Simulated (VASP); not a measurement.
Ge: relaxation of cell and atoms with LDA

Ge:

```xyz
2
Lattice="-2.4309 2.4309 1.3794 2.4309 -2.4309 1.3794 2.4309 2.4309 -1.3794" Properties=species:S:1:pos:R:3 pbc="T T T"
Ge    2.4309    0.0000    0.6897
Ge    0.0000    0.0000    1.3794
```

| Item | Value |
| --- | --- |
| Program | VASP 6.6.1 |
| Task | relaxation of cell and atoms |
| Functional | LDA |
| Potentials or basis | VASP PAW LDA potentials, release 64 (Ge_d) |
| Cutoff | 600 eV |
| k mesh | 8 × 8 × 8 |
| Occupations | gaussian, width 0.1 eV |
| Spin | no spin polarisation |
| Target pressure | 9.8 GPa |
| Dipole correction | no |
| Further INCAR settings | ALGO = Normal; EDIFF = 1e-07; IBRION = 2; EDIFFG = -0.05; NSW = 80; ISIF = 3 |

| Item | Value |
| --- | --- |
| Pressure after relaxing | 9.9 GPa |
| Band gap on the k mesh | zero (bands 14 and 15 overlap by 5.38 eV) |

Final structure:
```
CELL_PARAMETERS angstrom
-2.43086 2.43086 1.37939
2.43086 -2.43086 1.37939
2.43086 2.43086 -1.37939
ATOMIC_POSITIONS crystal
Ge 0.25000 0.75000 0.50000
Ge 0.50000 0.50000 0.00000
```

Levels at points of the mesh, in eV from the Fermi level:
```tsv
k point	band 12	band 13	band 14	band 15	band 16	band 17
(0.00, 0.00, 0.00)	-3.02	-2.41	-2.41	3.36	8.35	8.55
(0.50, 0.00, 0.00)	-7.10	-2.37	-2.08	-1.79	2.34	4.13
(0.50, 0.50, 0.00)	-11.25	0.93	0.93	2.79	2.79	7.44
(0.50, 0.50, 0.50)	-9.00	-6.64	-6.64	5.70	5.70	13.19
```

Run time: 16 s on 1 thread of Intel(R) Xeon(R) 6975P-C (Granite Rapids), on a shared host, peak memory 0.16 GiB.

Caveat: the relaxation stopped at its first step, so nothing moved; the cell is relaxed towards a set pressure, so the run minimises the enthalpy, not the energy.
